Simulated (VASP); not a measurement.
Here is a VASP 6.6.1 calculation.

The input INCAR:

```
PREC     = Accurate       # precision mode
ENCUT    = 520            # plane-wave cutoff, eV
EDIFF    = 1E-6           # SCF threshold, eV
ISMEAR   = 0              # smearing method
SIGMA    = 0.1            # smearing width, eV
LREAL    = False          # projectors in reciprocal space
LASPH    = True           # aspherical terms in the spheres
NELM     = 100            # most SCF steps
ALGO     = Normal         # electronic algorithm
ISIF     = 2              # what is computed and relaxed
LWAVE    = False          # write WAVECAR
LCHARG   = False          # write CHGCAR
GGA      = PE             # functional
NBANDS   = 52             # bands
```

The input KPOINTS:

```
regular mesh
0
Gamma
  10 4 10
```

The input POSCAR:

```
TiSi2
1.0
    3.4766556974      0.0000000000      0.0000000000
    0.0000000000     13.2894720428      0.0000000000
    0.0000000000      0.0000000000      3.5076376971
Ti Si
4 8
Direct
    0.5000000000      0.6024244075      0.7500000000
    0.0000000000      0.8975755925      0.2500000000
    0.0000000000      0.1024244075      0.7500000000
    0.5000000000      0.3975755925      0.2500000000
    0.5000000000      0.9397445902      0.7500000000
    0.0000000000      0.5602554098      0.2500000000
    0.0000000000      0.7502645657      0.7500000000
    0.5000000000      0.7497354343      0.2500000000
    0.0000000000      0.4397445902      0.7500000000
    0.5000000000      0.0602554098      0.2500000000
    0.5000000000      0.2502645657      0.7500000000
    0.0000000000      0.2497354343      0.2500000000
```

Potentials or basis: VASP PAW PBE potentials, release 64 (Ti_sv, Si).

Run with:

```sh
$ cat potpaw_PBE.64/Ti_sv/POTCAR potpaw_PBE.64/Si/POTCAR > POTCAR
$ mpirun -np 1 vasp_std > vasp.out
```

(1) Estimate the pressure.

(2) What does it give for the band gap on the k mesh?

(3) What does it give for the largest force?

Answers

(1) 9.1 GPa.

(2) zero (bands 40 and 41 overlap by 1.03 eV).

(3) 0.010 eV/Å.

Caveat: the cell differs from its parent crystal (equal strain along all axes, cell held: -2.0 %, then relaxed in part); the cell stands under pressure.
